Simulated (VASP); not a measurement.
# TlBr in VASP: single point with PBE

Aim: the single point of TlBr with PBE.

All numbers are computed with VASP 6.6.1; they aren't measurements. Logs are shortened: lines on timing, memory, paths and dates and some standing lists are left out, and cuts for length are marked.

**1. The cell of the first run**

The cell holds a slab with vacuum, 8 atoms: a = 4.053 Å, b = 5.732 Å, c = 23.597 Å, α = 90.00°, β = 90.00°, γ = 90.00°.

**2. Single point, PBE**

The input, INCAR:

```
SYSTEM = TlBr
PREC = Accurate
ENCUT = 400
EDIFF = 1E-6
ISMEAR = 0
SIGMA = 0.05
LREAL = .False.
LASPH = .True.
NELM = 120
ALGO = Normal
ISIF = 2
LWAVE = .False.
LCHARG = .False.
LDIPOL = .True.
IDIPOL = 3
DIPOL = 0.5 0.5 0.500
GGA = PE
NBANDS = 50
GGA_COMPAT = .False.
NELMDL = -8
```

The input, KPOINTS:

```
regular mesh
0
Gamma
  7 5 1
  0 0 0
```

The input, POSCAR:

```
TlBr
1.0
    4.0528301093      0.0000000000      0.0000000000
    0.0000000000      5.7315673066      0.0000000000
    0.0000000000      0.0000000000     23.5973509599
Tl Br
4 4
Direct
    0.0000000000      0.5000000000      0.3178322860
    0.0000000000      0.0000000000      0.4392774287
    0.0000000000      0.5000000000      0.5607225713
    0.0000000000      0.0000000000      0.6821677140
    0.5000000000      0.0000000000      0.3178322860
    0.5000000000      0.5000000000      0.4392774287
    0.5000000000      0.0000000000      0.5607225713
    0.5000000000      0.5000000000      0.6821677140
```

Potentials or basis: VASP PAW PBE potentials, release 64 (Tl_d, Br).

Command:

```sh
$ cat potpaw_PBE.64/Tl_d/POTCAR potpaw_PBE.64/Br/POTCAR > POTCAR
$ mpirun -np 1 vasp_std > vasp.out
```

OUTCAR:

```text
SYSTEM = TlBr
   PREC = Accurate
   ENCUT = 400
   EDIFF = 1E-6
   ISMEAR = 0
   LREAL = .False.
   LASPH = .True.
   NELM = 120
   ISIF = 2
   GGA = PE
   NELMDL = -8

 ion  position               nearest neighbor table
   1  0.000  0.500  0.318-   2 4.05   2 4.05
   2  0.000  0.000  0.439-   3 4.05   3 4.05   1 4.05   1 4.05
   3  0.000  0.500  0.561-   2 4.05   2 4.05   4 4.05   4 4.05
   4  0.000  0.000  0.682-   3 4.05   3 4.05
   5  0.500  0.000  0.318-
   6  0.500  0.500  0.439-
   7  0.500  0.000  0.561-
   8  0.500  0.500  0.682-

  LATTYP: Found a simple orthorhombic cell.
 ALAT       =     4.0528301093
 B/A-ratio  =     1.4142135624
 C/A-ratio  =     5.8224377345

  Lattice vectors:

 A1 = (   4.0528301093,   0.0000000000,   0.0000000000)
 A2 = (   0.0000000000,   5.7315673066,   0.0000000000)
 A3 = (   0.0000000000,   0.0000000000,  23.5973509599)

Analysis of symmetry for initial positions (statically):
=====================================================================
 Subroutine PRICEL returns:
 Original cell was already a primitive cell.

 Routine SETGRP: Setting up the symmetry group for a
 simple orthorhombic supercell.

 Subroutine GETGRP returns: Found  8 space group operations
 (whereof  4 operations were pure point group operations)
 out of a pool of  8 trial point group operations.

The static configuration has the point symmetry C_2v.
 The point group associated with its full space group is D_2h.

Analysis of symmetry for dynamics (positions and initial velocities):
=====================================================================
 Subroutine PRICEL returns:
 Original cell was already a primitive cell.

 Routine SETGRP: Setting up the symmetry group for a
 simple orthorhombic supercell.

 Subroutine GETGRP returns: Found  8 space group operations
 (whereof  4 operations were pure point group operations)
 out of a pool of  8 trial point group operations.

The dynamic configuration has the point symmetry C_2v.
 The point group associated with its full space group is D_2h.

 Subroutine INISYM returns: Found  8 space group operations
 (whereof  4 operations are pure point group operations),
 and found     1 'primitive' translations

----------------------------------------------------------------------------------------

                                     Primitive cell

  volume of cell :     548.1445

  direct lattice vectors                    reciprocal lattice vectors
     4.052830109  0.000000000  0.000000000     0.246741159  0.000000000  0.000000000
     0.000000000  5.731567307  0.000000000     0.000000000  0.174472347  0.000000000
     0.000000000  0.000000000 23.597350960     0.000000000  0.000000000  0.042377638

  length of vectors
     4.052830109  5.731567307 23.597350960     0.246741159  0.174472347  0.042377638

  position of ions in fractional coordinates (direct lattice)
     0.000000000  0.500000000  0.317832286
     0.000000000  0.000000000  0.439277429
     0.000000000  0.500000000  0.560722571
     0.000000000  0.000000000  0.682167714
     0.500000000  0.000000000  0.317832286
     0.500000000  0.500000000  0.439277429
     0.500000000  0.000000000  0.560722571
     0.500000000  0.500000000  0.682167714

  ion indices of the primitive-cell ions
   primitive index   ion index
                 1           1
                 2           2
                 3           3
                 4           4
                 5           5
                 6           6
                 7           7
                 8           8

----------------------------------------------------------------------------------------

 KPOINTS: regular mesh

Automatic generation of k-mesh.
 Grid dimensions read from file:
 generate k-points for:    7    5    1

 Generating k-lattice:

  Cartesian coordinates                     Fractional coordinates (reciprocal lattice)
     0.035248737  0.000000000  0.000000000     0.142857143  0.000000000  0.000000000
     0.000000000  0.034894469  0.000000000     0.000000000  0.200000000  0.000000000
     0.000000000  0.000000000  0.042377638     0.000000000  0.000000000  1.000000000

  Length of vectors
     0.035248737  0.034894469  0.042377638

  Shift w.r.t. Gamma in fractional coordinates (k-lattice)
     0.000000000  0.000000000  0.000000000

 Subroutine IBZKPT returns following result:
 ===========================================

 Found     12 irreducible k-points:

 Following reciprocal coordinates:
            Coordinates               Weight
  0.000000  0.000000  0.000000      1.000000
  0.142857  0.000000  0.000000      2.000000
  0.285714  0.000000  0.000000      2.000000
  0.428571  0.000000  0.000000      2.000000
  0.000000  0.200000  0.000000      2.000000
  0.142857  0.200000  0.000000      4.000000
  0.285714  0.200000  0.000000      4.000000
  0.428571  0.200000  0.000000      4.000000
  0.000000  0.400000  0.000000      2.000000
  0.142857  0.400000  0.000000      4.000000
  0.285714  0.400000  0.000000      4.000000
  0.428571  0.400000  0.000000      4.000000
   k-points           NKPTS =     12   k-points in BZ     NKDIM =     12   number of bands    NBANDS=     50
   number of dos      NEDOS =    301   number of ions     NIONS =      8
   total plane-waves  NPLWV = 179200
   dimension x,y,z NGX =    28 NGY =   40 NGZ =  160
   dimension x,y,z NGXF=    56 NGYF=   80 NGZF=  320
   ions per type =               4   4
   NGX,Y,Z   is equivalent  to a cutoff of  11.49, 11.60, 11.27 a.u.
   NGXF,Y,Z  is equivalent  to a cutoff of  22.97, 23.20, 22.54 a.u.
 SYSTEM =  TlBr
   PREC   = accura    normal or accurate (medium, high low for compatibility)
   ISTART =      0    job   : 0-new  1-cont  2-samecut
   ICHARG =      2    charge: 1-file 2-atom 10-const
   ISPIN  =      1    spin polarized calculation?
   LNONCOLLINEAR =      F non collinear calculations
   LSORBIT =      F    spin-orbit coupling
   LASPH  =      T    aspherical Exc in radial PAW
   ENCUT  =  400.0 eV  29.40 Ry    5.42 a.u.   6.61  9.35 38.48*2*pi/ulx,y,z
   NELM   =    120;   NELMIN=  2; NELMDL= -8     # of ELM steps
   EDIFF  = 0.1E-05   stopping-criterion for ELM
   LREAL  =      F    real-space projection
   EDIFFG = 0.1E-04   stopping-criterion for IOM
   NSW    =      0    number of steps for IOM
   IBRION =     -1    ionic relax: 0-MD 1-quasi-New 2-CG
   NFREE  =      0    steps in history (QN), initial steepest desc. (CG)
   ISIF   =      2    stress and relaxation
   ISYM   =      2    0-nonsym 1-usesym 2-fastsym
   POTIM  = 0.5000    time-step for ionic-motion
   TEBEG  =    0.0;   TEEND  =   0.0 temperature during run
   PSTRESS=    0.0 pullay stress
   NELECT =      80.0000    total number of electrons
   NUPDOWN=      -1.0000    fix difference up-down
   EMIN   =  10.00;   EMAX   =-10.00  energy-range for DOS
   EFERMI =   0.00;   METHOD = LEGACY
   ISMEAR =     0;   SIGMA  =   0.05  broadening in eV -4-tet -1-fermi 0-gaus
   EFERMI_NEDOS =   21; number of points for ismear=-14 and -15
   IALGO  =     38    algorithm
   IMIX   =      4    mixing-type and parameters
     AMIX     =   0.40;   BMIX     =  1.00
     AMIX_MAG =   1.60;   BMIX_MAG =  1.00
  volume/ion in A,a.u.               =      68.52       462.38
  Fermi-wavevector in a.u.,A,eV,Ry     =   0.861932  1.628816 10.108139  0.742927
  Thomas-Fermi vector in A             =   1.979659
   LORBIT       =      0    0 simple, 1 ext, 2 COOP (PROOUT), +10 PAW based schemes
   GGA     = PE    functional components
   LHFCALC =     F    Hartree Fock is set to
   AEXX    =    0.0000 exact exchange contribution
   IVDW    =     0    specifies the selected vdW correction
   LEPSILON=     F    determine dielectric tensor
   LRPA    =     F    only Hartree local field effects (RPA)
 non-spin polarized calculation
 Gauss-broadening in eV      SIGMA  =   0.05
  energy-cutoff  :      400.00
  volume of cell :      548.14
 maximum number of plane-waves:     10010
 NGX is ok and might be reduce to    28
   NGX = 13   NGY = 19   NGZ = 77

 dipolmoment           0.000000      0.000000      0.000000 electrons x Angstroem

 number of electron      79.9999970 magnetization

 dipolmoment           0.000000      0.000000     -0.000000 electrons x Angstroem

 Free energy of the ion-electron system (eV)
  ---------------------------------------------------
  ext. energy  EPLUGINS =         0.00000000
  ---------------------------------------------------
  free energy    TOTEN  =       -21.84023803 eV

  energy without entropy =      -21.84023803  energy(sigma->0) =      -21.84023803

 E-fermi :  -1.8625     XC(G=0):  -4.7026

 val. band max:       -2.0900732902   @ k =   0.1429   0.4000   0.0000
 cond. band min:       0.2653254298   @ k =   0.4286   0.0000   0.0000
 fundamental gap:      2.3553987200
 Fermi energy:        -1.8624931414

 k-point     1 :       0.0000    0.0000    0.0000
  band No.  band energies     occupation
      1     -15.3630      2.00000
      2     -15.2174      2.00000
      3     -14.8617      2.00000
      4     -14.8616      2.00000
      5     -12.1956      2.00000
      6     -12.1954      2.00000
[... 42 lines left out ...]
     49       4.2748      0.00000
     50       4.4937      0.00000

 k-point     2 :       0.1429    0.0000    0.0000
  band No.  band energies     occupation
      1     -15.3316      2.00000
      2     -15.1907      2.00000
      3     -14.8351      2.00000
      4     -14.8338      2.00000
      5     -12.1748      2.00000
      6     -12.1746      2.00000
[... 522 lines left out ...]
 k-point    12 :       0.4286    0.4000    0.0000
  band No.  band energies     occupation
      1     -15.1586      2.00000
      2     -15.1206      2.00000
      3     -14.7448      2.00000
      4     -14.7440      2.00000
      5     -12.1510      2.00000
      6     -12.1501      2.00000
[... 42 lines left out ...]
     49       3.2187      0.00000
     50       3.6470      0.00000

------------------------ aborting loop because EDIFF is reached ----------------------------------------

 vacuum level on the upper side and lower side of the slab       (xc-potential included)        -0.053        -0.053

  FORCE on cell =-STRESS in cart. coord.  units (eV):
  Direction    XX          YY          ZZ          XY          YZ          ZX
  --------------------------------------------------------------------------------------
  -------------------------------------------------------------------------------------
  Total       -0.5557755     -2.4626579     -1.0562863      0.0000000      0.0000000      0.0000000
  in kB       -1.6244821     -7.1981290     -3.0874303      0.0000000      0.0000000      0.0000000
  external PRESSURE =      -3.9700138 kB  Pullay stress =       0.0000000 kB

 VOLUME and BASIS-vectors are now :
 -----------------------------------------------------------------------------
  energy-cutoff  :      400.00
  volume of cell :      548.14
      direct lattice vectors                 reciprocal lattice vectors
     4.052830109  0.000000000  0.000000000     0.246741159  0.000000000  0.000000000
     0.000000000  5.731567307  0.000000000     0.000000000  0.174472347  0.000000000
     0.000000000  0.000000000 23.597350960     0.000000000  0.000000000  0.042377638

 POSITION                                       TOTAL-FORCE (eV/Angst)
 -----------------------------------------------------------------------------------
      0.00000      2.86578      7.50000         0.000000      0.000000      0.141166
      0.00000      0.00000     10.36578         0.000000      0.000000     -0.109375
      0.00000      2.86578     13.23157         0.000000      0.000000      0.109375
      0.00000      0.00000     16.09735         0.000000      0.000000     -0.141166
      2.02642      0.00000      7.50000         0.000000      0.000000      0.058846
      2.02642      2.86578     10.36578         0.000000      0.000000     -0.167375
      2.02642      0.00000     13.23157         0.000000      0.000000      0.167375
      2.02642      2.86578     16.09735         0.000000      0.000000     -0.058846
 -----------------------------------------------------------------------------------
    total drift:                               -0.000000      0.000000     -0.000000

  FREE ENERGIE OF THE ION-ELECTRON SYSTEM (eV)
  ---------------------------------------------------
  free  energy   TOTEN  =       -21.8402380324 eV

  energy  without entropy=      -21.8402380324  energy(sigma->0) =      -21.84023803

 vacuum level on the upper side and lower side of the slab         3.514         3.514
```

Wall time 14 min (1 thread of AMD EPYC, shared host); peak memory 0.47 GiB.

Results:

```yaml
Free_energy: -21.8402 eV
Largest_force: 0.167 eV/Å
Band_gap_on_the_k_mesh: 2.36 eV (least direct gap 2.47 eV)
```

Forces in eV/Å, atoms in the order of the input:
```
Tl   0.000  0.000  0.141
Tl   0.000  0.000 -0.109
Tl   0.000  0.000  0.109
Tl   0.000  0.000 -0.141
Br   0.000  0.000  0.059
Br   0.000  0.000 -0.167
Br   0.000  0.000  0.167
Br   0.000  0.000 -0.059
```

Caveat: spin-orbit coupling is left out, which moves the levels of the heavy elements.
